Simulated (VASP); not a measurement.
# AlPt (Cmmm) in VASP: a series of runs, part 2 of 2

VASP 6.6.1. Earlier steps stand in the parts before.

## 4. Single point, r2SCAN (strain -0.0500 x Voigt [0, 0, 0, 0, 0, 1])

Input file POSCAR:

```
AlPt
1.0
    3.0915460000     -0.0772886500      0.0000000000
   -0.0772886500      3.0915460000      0.0000000000
    0.0000000000      0.0000000000      3.0915460000
Al Pt
1 1
Direct
    0.0000000000      0.0000000000      0.0000000000
    0.5000000000      0.5000000000      0.5000000000
```

Input file INCAR.step1:

```
SYSTEM = AlPt
PREC = Accurate
ENCUT = 520
ISMEAR = 0
SIGMA = 0.15
LREAL = .FALSE.
LASPH = .TRUE.
NELM = 100
NBANDS = 14
GGA = PE
ALGO = Normal
EDIFF = 1E-4
LWAVE = .TRUE.
LCHARG = .FALSE.
```

Input file INCAR.step2:

```
SYSTEM = AlPt
PREC = Accurate
ENCUT = 520
EDIFF = 1E-6
ISMEAR = 0
SIGMA = 0.15
LREAL = .FALSE.
LASPH = .TRUE.
NELM = 100
ALGO = Normal
ISIF = 2
LWAVE = .FALSE.
LCHARG = .FALSE.
METAGGA = R2SCAN
LMIXTAU = .TRUE.
NBANDS = 14
ISTART = 1
```

Input file KPOINTS:

```
regular mesh
0
G
  16 16 16
  0 0 0
```

Potentials or basis: VASP PAW PBE potentials, release 64 (Al, Pt).

Started as:

```sh
cat potpaw_PBE.64/Al/POTCAR potpaw_PBE.64/Pt/POTCAR > POTCAR
cp INCAR.step1 INCAR
mpirun -np 1 vasp_std > vasp.out
cp INCAR.step2 INCAR
mpirun -np 1 vasp_std > vasp.out
```

OUTCAR:

```text
SYSTEM = AlPt
   PREC = Accurate
   ENCUT = 520
   EDIFF = 1E-6
   ISMEAR = 0
   LREAL = .FALSE.
   LASPH = .TRUE.
   NELM = 100
   ISIF = 2
   METAGGA = R2SCAN
   ISTART = 1

 ion  position               nearest neighbor table
   1  0.000  0.000  0.000-   2 2.63   2 2.63   2 2.63   2 2.63   2 2.72   2 2.72   2 2.72   2 2.72

   2  0.500  0.500  0.500-   1 2.63   1 2.63   1 2.63   1 2.63   1 2.72   1 2.72   1 2.72   1 2.72

  LATTYP: Found a base centered orthorhombic cell.
 ALAT       =     4.2628036249
 B/A-ratio  =     1.0512820513
 C/A-ratio  =     0.7252377243

  Lattice vectors:

 A1 = (   3.0915460000,  -0.0772886500,   0.0000000000)
 A2 = (  -0.0772886500,   3.0915460000,   0.0000000000)
 A3 = (   0.0000000000,   0.0000000000,   3.0915460000)

Analysis of symmetry for initial positions (statically):
=====================================================================
 Subroutine PRICEL returns:
 Original cell was already a primitive cell.

 Routine SETGRP: Setting up the symmetry group for a
 base centered orthorhombic supercell.

 Subroutine GETGRP returns: Found  8 space group operations
 (whereof  8 operations were pure point group operations)
 out of a pool of  8 trial point group operations.

The static configuration has the point symmetry D_2h.

Analysis of symmetry for dynamics (positions and initial velocities):
=====================================================================
 Subroutine PRICEL returns:
 Original cell was already a primitive cell.

 Routine SETGRP: Setting up the symmetry group for a
 base centered orthorhombic supercell.

 Subroutine GETGRP returns: Found  8 space group operations
 (whereof  8 operations were pure point group operations)
 out of a pool of  8 trial point group operations.

The dynamic configuration has the point symmetry D_2h.

 Subroutine INISYM returns: Found  8 space group operations
 (whereof  8 operations are pure point group operations),
 and found     1 'primitive' translations
[... 122 lines left out ...]
   AEXX    =    0.0000 exact exchange contribution
   IVDW    =     0    specifies the selected vdW correction
   LEPSILON=     F    determine dielectric tensor
   LRPA    =     F    only Hartree local field effects (RPA)
 non-spin polarized calculation
 Gauss-broadening in eV      SIGMA  =   0.15
  energy-cutoff  :      520.00
  volume of cell :       29.53
 maximum number of plane-waves:       812
   NGX = 11   NGY = 11   NGZ = 11

 number of electron      12.9999997 magnetization

 Free energy of the ion-electron system (eV)
  ---------------------------------------------------
  ext. energy  EPLUGINS =         0.00000000
  ---------------------------------------------------
  free energy    TOTEN  =       -60.20638817 eV

  energy without entropy =      -60.20006218  energy(sigma->0) =      -60.20322518

 E-fermi :  10.6523     XC(G=0): -13.1302

 val. band max:       10.6514100008   @ k =   0.4375   0.2500   0.3125
 cond. band min:      10.6824776895   @ k =  -0.3750   0.3750   0.1250
 fundamental gap:      0.0310676887
 Fermi energy:        10.6523251454

 k-point     1 :       0.0000    0.0000    0.0000
  band No.  band energies     occupation
      1      -1.4897      2.00000
      2       4.7924      2.00000
      3       4.8125      2.00000
      4       7.7697      2.00000
      5       7.8676      2.00000
      6       8.0051      2.00000
      7      14.7211      0.00000
      8      14.8213      0.00000
      9      14.9756      0.00000
     10      20.1091      0.00000
     11      20.1155      0.00000
     12      21.3049      0.00000
     13      28.7375      0.00000
     14      29.4018      0.00000
[... 377 lines left out ...]
      1      -1.3471      2.00000
      2       4.8354      2.00000
      3       4.8735      2.00000
      4       7.6997      2.00000
      5       7.7267      2.00000
      6       7.9196      2.00000
      7      14.4074      0.00000
      8      14.6999      0.00000
      9      15.0803      0.00000
     10      20.0281      0.00000
     11      20.5458      0.00000
     12      21.8755      0.00000
     13      27.7559      0.00000
     14      29.0313      0.00000

 [... further k-points ...]

------------------------ aborting loop because EDIFF is reached ----------------------------------------

  FORCE on cell =-STRESS in cart. coord.  units (eV):
  Direction    XX          YY          ZZ          XY          YZ          ZX
  --------------------------------------------------------------------------------------
  -------------------------------------------------------------------------------------
  Total       -0.8148022     -0.8148022     -0.8133826      0.7551676      0.0000000      0.0000000
  in kB      -44.2086378    -44.2086378    -44.1316192     40.9730510      0.0000000      0.0000000
  external PRESSURE =     -44.1829649 kB  Pullay stress =       0.0000000 kB

 VOLUME and BASIS-vectors are now :
 -----------------------------------------------------------------------------
  energy-cutoff  :      520.00
  volume of cell :       29.53
      direct lattice vectors                 reciprocal lattice vectors
     3.091546000 -0.077288650  0.000000000     0.323665050  0.008091626  0.000000000
    -0.077288650  3.091546000  0.000000000     0.008091626  0.323665050  0.000000000
     0.000000000  0.000000000  3.091546000     0.000000000  0.000000000  0.323462759

 POSITION                                       TOTAL-FORCE (eV/Angst)
 -----------------------------------------------------------------------------------
      0.00000      0.00000      0.00000        -0.000000      0.000000      0.000000
      1.50713      1.50713      1.54577         0.000000      0.000000      0.000000
 -----------------------------------------------------------------------------------
    total drift:                                0.000000     -0.000000     -0.000000

  FREE ENERGIE OF THE ION-ELECTRON SYSTEM (eV)
  ---------------------------------------------------
  free  energy   TOTEN  =       -60.2063881689 eV

  energy  without entropy=      -60.2000621833  energy(sigma->0) =      -60.20322518
```

OSZICAR.step1:

```text
N       E                     dE             d eps       ncg     rms          rms(c)
DAV:   1     0.442893893194E+02    0.44289E+02   -0.55386E+03 18780   0.769E+02
DAV:   2    -0.110306598582E+02   -0.55320E+02   -0.50650E+02 22646   0.165E+02
DAV:   3    -0.121822183719E+02   -0.11516E+01   -0.11474E+01 22998   0.220E+01
DAV:   4    -0.121886282984E+02   -0.64099E-02   -0.64096E-02 22518   0.203E+00
DAV:   5    -0.121887053417E+02   -0.77043E-04   -0.77043E-04 23484   0.221E-01    0.101E+01
DAV:   6    -0.117463659756E+02    0.44234E+00   -0.19146E+00 20352   0.100E+01    0.400E+00
DAV:   7    -0.116994443960E+02    0.46922E-01   -0.59145E-02 19722   0.181E+00    0.240E+00
DAV:   8    -0.116802927444E+02    0.19152E-01   -0.15988E-02 22602   0.915E-01    0.248E-01
DAV:   9    -0.116802489412E+02    0.43803E-04   -0.40775E-04 22740   0.136E-01
   1 F= -.11680249E+02 E0= -.11676816E+02  d E =-.686546E-02
```

Wall time 7.9 min (1 thread of AMD EPYC 9R45 (Zen 5), shared host); peak memory 0.35 GiB.

Results:

```
Free energy : -60.2064 eV
Pressure    : -4.4 GPa
```

Caveat: the cell differs from its parent crystal (strain -0.0500 x Voigt [0, 0, 0, 0, 0, 1]); the PAW data sets were made with another functional, which shifts forces and pressure a little; spin-orbit coupling is left out, which moves the levels of the heavy elements.

## 5. The runs side by side

```tsv
cell	gap on the mesh (eV)	pressure (GPa)
a = 3.095, b = 3.095, c = 3.092 Å, angles 90.0, 90.0, 95.7°, 2 atoms	none	-2.9
a = 3.094, b = 3.094, c = 3.092 Å, angles 90.0, 90.0, 85.7°, 2 atoms	none	-3.8
a = 3.093, b = 3.093, c = 3.092 Å, angles 90.0, 90.0, 92.9°, 2 atoms	none	-4.4
```

Alike in all rows: task single point; level r2SCAN; potentials or basis VASP PAW PBE potentials, release 64 (Al, Pt); no spin polarisation; k mesh 16 × 16 × 16; cutoff (eV) 520; smearing gaussian 0.15 eV.

Caveats: the PAW data sets were made with another functional, which shifts forces and pressure a little; spin-orbit coupling is left out, which moves the levels of the heavy elements.

Total energies depend on the potentials used, so only differences within one code and one set of settings carry meaning.
